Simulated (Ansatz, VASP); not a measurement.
# Two plane-wave programs on AlAs

```
CELL_PARAMETERS angstrom
0.00000 2.83720 2.83720
2.83720 0.00000 2.83720
2.83720 2.83720 0.00000
ATOMIC_POSITIONS crystal
Al 0.00000 0.00000 0.00000
As 0.25000 0.25000 0.25000
```

Alike in both runs: functional PBEsol; k mesh 8 × 8 × 8; occupations fermi-dirac, width 0.02 eV; no spin polarisation.

Ansatz relaxed the structure, and its values are those at the end. VASP's run is a single point on that final structure, the one shown.

|  | VASP | Ansatz |
| --- | --- | --- |
| version | VASP 6.6.1 | Ansatz 0.2.0 |
| potentials or method | VASP PAW PBE potentials, release 64 (Al, As), cutoff 500 eV | PAW plane waves |
| valence electrons in the cell | 8 | 18 |

```tsv
	VASP	Ansatz	Ansatz less VASP
gap on the k mesh at the Fermi level (eV)	1.33	1.34	+0.012
pressure (GPa)	0.3	0.0	-0.28
```

VASP's potentials were made for PBE, not for PBEsol, and Ansatz warns of the same on its side. The functional is the same, so the differences come from potentials, cutoffs and numerics. VASP's potentials hold 8 valence electrons a cell and Ansatz's 18, so a difference there can come from the potentials and not from the codes.
